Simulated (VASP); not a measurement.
PbS: single point with PBE

PbS, a slab with vacuum:

```xyz
4
Lattice="2.9839 -2.9829 0.0000 2.9839 2.9829 0.0000 -1.0987 0.0000 11.1678" Properties=species:S:1:pos:R:3 pbc="T T T"
Pb    0.9419    0.0000    4.1568
Pb    3.9271    0.0000    7.0110
S     3.9253    0.0000    4.3525
S     0.9437    0.0000    6.8154
```

- Program: VASP 6.6.1
- Task: single point
- Functional: PBE
- Potentials or basis: VASP PAW PBE potentials, release 64 (Pb_d, S)
- Cutoff: 500 eV
- k mesh: 1 × 2 × 2
- Occupations: gaussian, width 0.1 eV
- Spin: no spin polarisation

- Largest force: 0.704 eV/Å
- Band gap on the k mesh: 1.75 eV

Forces on the atoms (eV/Å):
```
Pb   0.000  0.000  0.237
Pb   0.000  0.000 -0.237
S    0.004 -0.002  0.704
S   -0.004  0.002 -0.704
```

Levels at points of the mesh, in eV from the valence-band top:
```tsv
k point	band 18	band 19	band 20	band 21	band 22	band 23
(0.00, 0.00, 0.00)	-1.23	-1.17	0.00	1.96	3.53	4.99
(0.00, 0.50, 0.00)	-0.81	-0.11	-0.11	2.05	2.05	2.90
(0.00, 0.00, 0.50)	-1.23	-1.17	0.00	1.75	4.61	4.90
(0.00, 0.50, 0.50)	-0.81	-0.11	-0.11	2.05	2.05	2.90
```

Wall time 16 s on 1 thread of AMD EPYC 9R45 96-Core Processor (Zen 5), with other jobs on the host, peak memory 0.23 GiB.

Caveat: the k points lie up to 1.49 Å⁻¹ apart; spin-orbit coupling is left out, which moves the levels of the heavy elements.
